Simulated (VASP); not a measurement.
Crystal: Ba4Er.

```
Ba Er
1.0
     6.00204    0.00000    0.00000
     0.00000    6.00204    0.00000
     0.00000    0.00000    5.49368
Ba Er
4 1
Direct
  0.00000 0.50000 0.50000
  0.50000 0.00000 0.50000
  0.50000 0.50000 0.00000
  0.00000 0.00000 0.50000
  0.50000 0.50000 0.50000
```

The cell was generated, and may not be a known phase.

| Item | Value |
| --- | --- |
| Program | VASP 6.6.1 |
| Task | relaxation of cell and atoms |
| Functional | PBE |
| Potentials or basis | VASP PAW PBE potentials, release 64 (Ba_sv, Er_3), 4f in core |
| Cutoff | 500 eV |
| k mesh | 3 × 3 × 3 |
| Occupations | gaussian, width 0.2 eV |
| Spin | no spin polarisation |

At the start: pressure 11.1 GPa; volume 39.58 Å³/atom.

Where does the relaxation end?

Over 9 steps the energy falls by 752.7 meV/atom and the volume is 74.81 Å³/atom (+89.0 %); space group P4/mmm (No. 123, to 0.1 Å) before and after.

The path:
```
step  energy change (eV)  largest force (eV/Å)  pressure (GPa)  volume (Å³)
   1              0.0000                0.0000           11.09       197.91
   2             -3.1837                0.0000            2.37       287.13
   3             -3.6322                0.0000            0.84       334.17
   4             -3.5242                0.0000           -0.78       443.05
   5             -3.7256                0.0000           -0.05       378.17
   6             -3.7267                0.0000            0.03       373.36
   7             -3.7257                0.0000            0.10       369.11
   8             -3.7454                0.0000            0.11       370.70
   9             -3.7634                0.0000            0.13       374.06
```

Final structure:
```yaml
crystal:
  lattice:
    - [7.36016, 0.00000, 0.00000]
    - [0.00000, 7.36016, 0.00000]
    - [0.00000, 0.00000, 6.90501]
  atoms:
    - { symbol: Ba, position: [0.00000, 0.50000, 0.50000] }
    - { symbol: Ba, position: [0.50000, 0.00000, 0.50000] }
    - { symbol: Ba, position: [0.50000, 0.50000, 0.00000] }
    - { symbol: Ba, position: [0.00000, 0.00000, 0.50000] }
    - { symbol: Er, position: [0.50000, 0.50000, 0.50000] }
```

Caveat: the k points lie up to 0.30 Å⁻¹ apart in the final cell, too coarse for converged energies and pressures of a metal; the volume moved by over 15 % at a fixed basis, so the end points are rough.
